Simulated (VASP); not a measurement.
## CaB2H2: single point with BLYP+D3(BJ)

CaB2H2:

```xyz
5
Lattice="3.4767 0.0000 0.0000 -1.7384 3.0109 0.0000 0.0000 0.0000 3.9793" Properties=species:S:1:pos:R:3 pbc="T T T"
Ca    0.0039   -0.0011    3.9762
B     1.7423    1.0026    2.1428
B     0.0039    2.0063    1.8303
H     1.7423    1.0026    3.3629
H     0.0038    2.0062    0.6103
```

This cell differs from its parent crystal: atoms moved at random.

* Program: VASP 6.6.1
* Task: single point
* Functional: BLYP
* Dispersion: D3(BJ)
* Potentials or basis: VASP PAW PBE potentials, release 64 (Ca_sv, B, H)
* Cutoff: 520 eV
* k mesh: 9 × 9 × 7
* Occupations: fermi-dirac, width 0.05 eV
* Spin: no spin polarisation
* Dipole correction: no
* Further INCAR settings: ALGO = Normal; EDIFF = 1e-06; NBANDS = 17

* Pressure: -4.8 GPa
* Largest force: 0.019 eV/Å
* Band gap on the k mesh: 0.33 eV, indirect (least direct gap 1.98 eV)
* Dispersion energy per atom: -0.446 eV

Forces on the atoms (eV/Å):
```
Ca   0.000  0.000  0.000
B    0.000  0.000  0.008
B    0.000  0.000 -0.008
H    0.000  0.000 -0.019
H    0.001  0.000  0.019
```

Stress tensor (GPa, compression positive):
```
-5.45  0.00  0.00
 0.00 -5.45  0.00
 0.00  0.00 -3.40
```

Levels at points of the mesh, in eV from the valence-band top:
```csv
k point,band 5,band 6,band 7,band 8,band 9,band 10,band 11,band 12,band 13,band 14
"(0.00, 0.00, 0.00)",-11.83,-6.53,-3.78,-0.82,-0.82,2.23,4.19,4.60,4.60,5.02
```

It took 81 s on 1 thread of Intel(R) Xeon(R) 6975P-C (Granite Rapids) (shared host), peak memory 0.34 GiB.

Caveat: the cell differs from its parent crystal (atoms moved at random); the PAW data sets were made with another functional, which shifts forces and pressure a little. A k mesh can miss the band edges.
